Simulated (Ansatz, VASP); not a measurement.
**One calculation of La2Hf2O, two programs**

```
CELL_PARAMETERS angstrom
-2.31322 2.31322 6.58498
2.31322 -2.31322 6.58498
2.31322 2.31322 -6.58498
ATOMIC_POSITIONS crystal
La 0.50000 0.00000 0.50000
La 0.00000 0.50000 0.50000
Hf 0.75000 0.25000 0.50000
Hf 0.25000 0.75000 0.50000
O 0.50000 0.50000 0.00000
```

Alike in both runs: functional PBE; k mesh 6 × 6 × 6; occupations gaussian, width 0.1 eV; no spin polarisation.

Ansatz relaxed the structure, and its values are those at the end. VASP's run is a single point on that final structure, the one shown.

```csv
,VASP,Ansatz
version,VASP 6.6.1,Ansatz 0.2.0
potentials or method,"VASP PAW PBE potentials, release 64 (La, Hf_pv, O), cutoff 520 eV","scalar-relativistic, plane waves, PAW"
valence electrons in the cell,48,80
```

Ansatz gave:

```
gap on the k mesh at the Fermi level (eV) : none
pressure (GPa)                            : 0.0
```

Q: What did VASP give for the same quantities?

A: gap on the k mesh at the Fermi level (eV): none; pressure (GPa): -0.1.

A gap of «none» marks a metal or a gap that the smearing closes. VASP's potentials hold 48 valence electrons a cell and Ansatz's 80, so a difference there can come from the potentials and not from the codes.

Neither program's run includes spin-orbit coupling.
